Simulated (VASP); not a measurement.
# GaSb (rocksalt type) (Fm-3m) in VASP: further runs

The runs below take GaSb (rocksalt type) through single point, with PBE.

Program: VASP 6.6.1. These are calculated values, not measurements. Logs are shortened: lines on timing, memory, paths and dates and some standing lists are left out, and cuts for length are marked.

## Step 1: The cell of the first run

The structure is cubic, space group Fm-3m (No. 225). Conventional cell: a = 5.383 Å, b = 5.383 Å, c = 5.383 Å, α = 90.00°, β = 90.00°, γ = 90.00°. Ga (site symmetry m-3m) has 6 Sb at 2.69 Å within 3.5 Å. Sb (site symmetry m-3m) has 6 Ga at 2.69 Å within 3.5 Å.

## Step 2: Single point, PBE (volume scaled by 0.8)

Input file INCAR:

```
  ALGO = Normal
  EDIFF = 1E-6
  ENCUT = 520
  GGA = PE
  ISIF = 2
  ISMEAR = -1
  LASPH = T
  LCHARG = T
  LELF = T
  LREAL = F
  LVHAR = T
  LWAVE = F
  NBANDS = 16
  NELM = 60
  PREC = Accurate
  SIGMA = 0.08
```

Input file KPOINTS:

```
k-points
0
Gamma
  13 13 13
```

Input file POSCAR:

```
GaSb
1.0
    0.0000000000      2.6914702768      2.6914702768
    2.6914702768      0.0000000000      2.6914702768
    2.6914702768      2.6914702768      0.0000000000
Ga Sb
1 1
Direct
    0.0000000000      0.0000000000      0.0000000000
    0.5000000000      0.5000000000      0.5000000000
```

Potentials or basis: VASP PAW PBE potentials, release 64 (Ga_d, Sb).

Run with:

```
$ cat potpaw_PBE.64/Ga_d/POTCAR potpaw_PBE.64/Sb/POTCAR > POTCAR
$ mpirun -np 1 vasp_std > vasp.out
```

OUTCAR:

```text
EDIFF = 1E-6
   ENCUT = 520
   GGA = PE
   ISIF = 2
   ISMEAR = -1
   LASPH = T
   LREAL = F
   NELM = 60
   PREC = Accurate

 ion  position               nearest neighbor table
   1  0.000  0.000  0.000-   2 2.69   2 2.69   2 2.69   2 2.69   2 2.69   2 2.69
   2  0.500  0.500  0.500-   1 2.69   1 2.69   1 2.69   1 2.69   1 2.69   1 2.69

  LATTYP: Found a face centered cubic cell.
 ALAT       =     5.3829405536

  Lattice vectors:

 A1 = (   0.0000000000,   2.6914702768,   2.6914702768)
 A2 = (   2.6914702768,   0.0000000000,   2.6914702768)
 A3 = (   2.6914702768,   2.6914702768,   0.0000000000)

Analysis of symmetry for initial positions (statically):
=====================================================================
 Subroutine PRICEL returns:
 Original cell was already a primitive cell.

 Routine SETGRP: Setting up the symmetry group for a
 face centered cubic supercell.

 Subroutine GETGRP returns: Found 48 space group operations
 (whereof 48 operations were pure point group operations)
 out of a pool of 48 trial point group operations.

The static configuration has the point symmetry O_h .

Analysis of symmetry for dynamics (positions and initial velocities):
=====================================================================
 Subroutine PRICEL returns:
 Original cell was already a primitive cell.

 Routine SETGRP: Setting up the symmetry group for a
 face centered cubic supercell.

 Subroutine GETGRP returns: Found 48 space group operations
 (whereof 48 operations were pure point group operations)
 out of a pool of 48 trial point group operations.

The dynamic configuration has the point symmetry O_h .

 Subroutine INISYM returns: Found 48 space group operations
 (whereof 48 operations are pure point group operations),
 and found     1 'primitive' translations

----------------------------------------------------------------------------------------

                                     Primitive cell

  volume of cell :      38.9941

  direct lattice vectors                    reciprocal lattice vectors
     0.000000000  2.691470277  2.691470277    -0.185772068  0.185772068  0.185772068
     2.691470277  0.000000000  2.691470277     0.185772068 -0.185772068  0.185772068
     2.691470277  2.691470277  0.000000000     0.185772068  0.185772068 -0.185772068

[... 73 lines left out ...]
 SYSTEM =  unknown system
   PREC   = accura    normal or accurate (medium, high low for compatibility)
   ISTART =      0    job   : 0-new  1-cont  2-samecut
   ICHARG =      2    charge: 1-file 2-atom 10-const
   ISPIN  =      1    spin polarized calculation?
   LNONCOLLINEAR =      F non collinear calculations
   LSORBIT =      F    spin-orbit coupling
   LASPH  =      T    aspherical Exc in radial PAW
   ENCUT  =  520.0 eV  38.22 Ry    6.18 a.u.   7.08  7.08  7.08*2*pi/ulx,y,z
   NELM   =     60;   NELMIN=  2; NELMDL= -5     # of ELM steps
   EDIFF  = 0.1E-05   stopping-criterion for ELM
   LREAL  =      F    real-space projection
   EDIFFG = 0.1E-04   stopping-criterion for IOM
   NSW    =      0    number of steps for IOM
   IBRION =     -1    ionic relax: 0-MD 1-quasi-New 2-CG
   NFREE  =      0    steps in history (QN), initial steepest desc. (CG)
   ISIF   =      2    stress and relaxation
   ISYM   =      2    0-nonsym 1-usesym 2-fastsym
   POTIM  = 0.5000    time-step for ionic-motion
   TEBEG  =    0.0;   TEEND  =   0.0 temperature during run
   PSTRESS=    0.0 pullay stress
   NELECT =      18.0000    total number of electrons
   NUPDOWN=      -1.0000    fix difference up-down
   EMIN   =  10.00;   EMAX   =-10.00  energy-range for DOS
   EFERMI =   0.00;   METHOD = LEGACY
   ISMEAR =    -1;   SIGMA  =   0.08  broadening in eV -4-tet -1-fermi 0-gaus
   EFERMI_NEDOS =   21; number of points for ismear=-14 and -15
   IALGO  =     38    algorithm
   IMIX   =      4    mixing-type and parameters
     AMIX     =   0.40;   BMIX     =  1.00
     AMIX_MAG =   1.60;   BMIX_MAG =  1.00
  volume/ion in A,a.u.               =      19.50       131.57
  Fermi-wavevector in a.u.,A,eV,Ry     =   1.265220  2.390919 21.779960  1.600782
  Thomas-Fermi vector in A             =   2.398485
   LORBIT       =      0    0 simple, 1 ext, 2 COOP (PROOUT), +10 PAW based schemes
   GGA     = PE    functional components
   LHFCALC =     F    Hartree Fock is set to
   AEXX    =    0.0000 exact exchange contribution
   IVDW    =     0    specifies the selected vdW correction
   LEPSILON=     F    determine dielectric tensor
   LRPA    =     F    only Hartree local field effects (RPA)
 non-spin polarized calculation
  energy-cutoff  :      520.00
  volume of cell :       38.99
 maximum number of plane-waves:      1067
   NGX = 15   NGY = 15   NGZ = 15

 number of electron      17.9999995 magnetization

 Free energy of the ion-electron system (eV)
  ---------------------------------------------------
  ext. energy  EPLUGINS =         0.00000000
  ---------------------------------------------------
  free energy    TOTEN  =        -6.45396822 eV

  energy without entropy =       -6.43722116  energy(sigma->0) =       -6.44559469

 E-fermi :   9.1280     XC(G=0): -11.2026

 val. band max:        9.1146693825   @ k =  -0.4615   0.2308   0.0000
 cond. band min:       9.1561384208   @ k =  -0.3846   0.3846   0.0769
 fundamental gap:      0.0414690383
 Fermi energy:         9.1280457018

 k-point     1 :       0.0000    0.0000    0.0000
  band No.  band energies     occupation
      1      -6.0972      2.00000
      2      -6.0972      2.00000
      3      -6.0674      2.00000
      4      -6.0674      2.00000
      5      -6.0674      2.00000
      6      -4.5301      2.00000
[... 433 lines left out ...]
      3      -6.0758      2.00000
      4      -6.0466      2.00000
      5      -6.0351      2.00000
      6      -1.7025      2.00000
[... 8 lines left out ...]
     15      21.8260      0.00000
     16      22.3462      0.00000

 [... further k-points ...]
[... 5 lines left out ...]
  --------------------------------------------------------------------------------------
  -------------------------------------------------------------------------------------
  Total        5.1670145      5.1670145      5.1670145     -0.0000000     -0.0000000      0.0000000
  in kB      212.3007378    212.3007378    212.3007378     -0.0000000     -0.0000000      0.0000000
  external PRESSURE =     212.3007378 kB  Pullay stress =       0.0000000 kB

 VOLUME and BASIS-vectors are now :
 -----------------------------------------------------------------------------
  energy-cutoff  :      520.00
  volume of cell :       38.99
      direct lattice vectors                 reciprocal lattice vectors
     0.000000000  2.691470277  2.691470277    -0.185772068  0.185772068  0.185772068
     2.691470277  0.000000000  2.691470277     0.185772068 -0.185772068  0.185772068
     2.691470277  2.691470277  0.000000000     0.185772068  0.185772068 -0.185772068

 POSITION                                       TOTAL-FORCE (eV/Angst)
 -----------------------------------------------------------------------------------
      0.00000      0.00000      0.00000        -0.000000     -0.000000     -0.000000
      2.69147      2.69147      2.69147         0.000000      0.000000      0.000000
 -----------------------------------------------------------------------------------
    total drift:                               -0.000000      0.000000      0.000000

  FREE ENERGIE OF THE ION-ELECTRON SYSTEM (eV)
  ---------------------------------------------------
  free  energy   TOTEN  =        -6.4539682186 eV

  energy  without entropy=       -6.4372211567  energy(sigma->0) =       -6.44559469
```

stdout:

```text
POSCAR found type information on POSCAR GaSb
 POSCAR found :  2 types and       2 ions
 scaLAPACK will be used
 LDA part: xc-table for (Slater+PW92), standard interpolation
 POSCAR, INCAR and KPOINTS ok, starting setup
 FFT: planning ... GRIDC
 FFT: planning ... GRID_SOFT
 FFT: planning ... GRID
 WAVECAR not read
 entering main loop
```

Run time: 74 s. Hardware: 1 thread of AMD EPYC 7R13, shared host; peak memory 0.17 GiB.

What came out:

* Free energy: -6.4540 eV
* Pressure: 21.2 GPa
* Band gap on the k mesh: zero (band 9 reaches 10.22 eV, above the bottom of band 10 at 5.99 eV)

Caveat: spin-orbit coupling is left out, which moves the levels of the heavy elements.

## Step 3: Single point, PBE (volume scaled by 0.88)

Input file INCAR:

```
SYSTEM = GaSb
PREC     = Accurate       ! precision mode
ENCUT    = 520            ! plane-wave cutoff, eV
EDIFF    = 1E-7           ! SCF threshold, eV
ISMEAR   = -1             ! smearing method
SIGMA    = 0.08           ! smearing width, eV
LREAL    = .FALSE.        ! projectors in reciprocal space
LASPH    = .TRUE.         ! aspherical terms in the spheres
NELM     = 60             ! most SCF steps
ALGO     = Normal         ! electronic algorithm
ISIF     = 2              ! what is computed and relaxed
LWAVE    = .FALSE.        ! write WAVECAR
LCHARG   = .TRUE.         ! write CHGCAR
GGA      = PE             ! functional
LELF     = .TRUE.         ! ELF
LVHAR    = .TRUE.       
NBANDS   = 16             ! bands
```

Input file KPOINTS:

```
regular mesh
0
G
  13 13 13
  0 0 0
```

Input file POSCAR:

```
GaSb
1.0
    0.0000000000      2.7783512480      2.7783512480
    2.7783512480      0.0000000000      2.7783512480
    2.7783512480      2.7783512480      0.0000000000
Ga Sb
1 1
Direct
    0.0000000000      0.0000000000      0.0000000000
    0.5000000000      0.5000000000      0.5000000000
```

Potentials or basis: VASP PAW PBE potentials, release 64 (Ga_d, Sb).

Run with:

```
$ cat potpaw_PBE.64/Ga_d/POTCAR potpaw_PBE.64/Sb/POTCAR > POTCAR
$ mpirun -np 1 vasp_std > vasp.out
```

Wall time 1.7 min (1 thread of AMD EPYC 7R13, shared host); peak memory 0.18 GiB.

Results (log left out):

| Quantity | Value |
| --- | --- |
| Free energy | -6.8189 eV |
| Pressure | 9.7 GPa |
| Band gap on the k mesh | zero (band 9 reaches 8.82 eV, above the bottom of band 10 at 5.08 eV) |

Levels at points of the mesh, in eV from the Fermi level:
| k point | band 5 | band 6 | band 7 | band 8 | band 9 | band 10 | band 11 | band 12 | band 13 | band 14 |
| --- | --- | --- | --- | --- | --- | --- | --- | --- | --- | --- |
| (0.00, 0.00, 0.00) | -14.99 | -12.78 | 0.13 | 0.13 | 0.13 | 0.86 | 6.32 | 6.32 | 6.32 | 6.62 |

Caveat: spin-orbit coupling is left out, which moves the levels of the heavy elements.
